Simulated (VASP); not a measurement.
Input of a VASP 6.6.1 run:

Contents of POSCAR:

```
Fe
1.0
    0.0000000000      1.7845000000      1.7845000000
    3.5690000000      0.0000000000      3.5690000000
    1.7845000000      1.7845000000      0.0000000000
Fe
2
Direct
    0.0000000000      0.0000000000      0.0000000000
    0.0000000000      0.5000000000      0.0000000000
```

Contents of INCAR.step1:

```
SYSTEM = Fe
PREC     = Accurate       ! precision mode
ENCUT    = 520            ! plane-wave cutoff, eV
ISMEAR   = -1             ! smearing method
SIGMA    = 0.1            ! smearing width, eV
LREAL    = .FALSE.        ! projectors in reciprocal space
LASPH    = .TRUE.         ! aspherical terms in the spheres
NELM     = 150            ! most SCF steps
ISPIN    = 2              ! spin polarisation
MAGMOM   = 4 -4           ! initial moments
LMAXMIX  = 4              ! l up to which the mixer works
NBANDS   = 19             ! bands
GGA      = PE             ! functional
ALGO     = Normal         ! electronic algorithm
EDIFF    = 1E-4           ! SCF threshold, eV
LWAVE    = .TRUE.         ! write WAVECAR
LCHARG   = .FALSE.        ! write CHGCAR
```

File INCAR.step2:

```
SYSTEM = Fe
PREC     = Accurate       ! precision mode
ENCUT    = 520            ! plane-wave cutoff, eV
EDIFF    = 1E-7           ! SCF threshold, eV
ISMEAR   = -1             ! smearing method
SIGMA    = 0.1            ! smearing width, eV
LREAL    = .FALSE.        ! projectors in reciprocal space
LASPH    = .TRUE.         ! aspherical terms in the spheres
NELM     = 150            ! most SCF steps
ALGO     = Normal         ! electronic algorithm
ISIF     = 2              ! what is computed and relaxed
LWAVE    = .FALSE.        ! write WAVECAR
LCHARG   = .FALSE.        ! write CHGCAR
ISPIN    = 2              ! spin polarisation
MAGMOM   = 4 -4           ! initial moments
LORBIT   = 11             ! projections on sites
LMAXMIX  = 4              ! l up to which the mixer works
METAGGA  = R2SCAN         ! meta-GGA
LMIXTAU  = .TRUE.       
NBANDS   = 19             ! bands
ISTART   = 1
```

The input KPOINTS:

```
Automatic mesh
0
G
  12 6 12
  0 0 0
```

Potentials or basis: VASP PAW PBE potentials, release 64 (Fe).

Launch:

```console
$ cat potpaw_PBE.64/Fe/POTCAR > POTCAR
$ cp INCAR.step1 INCAR
$ mpirun -np 1 vasp_std > vasp.out
$ cp INCAR.step2 INCAR
$ mpirun -np 1 vasp_std > vasp.out
```

(1) Estimate the net moment.

(2) What does it give for the site moments?

Answers

(1) 0.00 μB per cell.

(2) Fe +2.52, -2.52 μB.

Caveat: the antiferromagnetic order is the one typed at the start, and another may lie lower.
